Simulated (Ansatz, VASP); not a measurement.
**GeCl3: VASP beside Ansatz**

```
Ge Cl
1.0
     3.01672    0.00000    0.00000
     0.00000    3.01672    0.00000
     0.00000    0.00000   11.63587
Ge Cl
1 3
Direct
  0.00000 0.00000 0.00000
  0.00000 0.00000 0.23122
  0.00000 0.00000 0.50000
  0.00000 0.00000 0.76878
```

Change from the starting cell: species swapped into the Sb3Au type (P4/mmm, No. 123).

Alike in both runs: task single point; functional PBE; k mesh 6 × 6 × 2; occupations gaussian, width 0.1 eV; no spin polarisation.

```csv
,VASP,Ansatz
version,VASP 6.6.1,Ansatz 0.2.0
potentials or method,"VASP PAW PBE potentials, release 64 (Ge_d, Cl), cutoff 520 eV","scalar-relativistic, plane waves, PAW"
valence electrons in the cell,35,35
```

Ansatz gave:

```
gap on the k mesh at the Fermi level (eV)                     : none
pressure (GPa)                                                : -4.1
traceless stress, the component that is largest in VASP (GPa) : -0.26
rms of the force components (eV/Å)                            : 0.353
```

**Question.** What did VASP give for the same quantities?

**Answer.** gap on the k mesh at the Fermi level (eV): none; pressure (GPa): -4.1; traceless stress, the component that is largest in VASP (GPa): -0.26; rms of the force components (eV/Å): 0.354.

Atom by atom the forces differ by 0.001 eV/Å (rms over components). A gap of «none» marks a metal or a gap that the smearing closes.
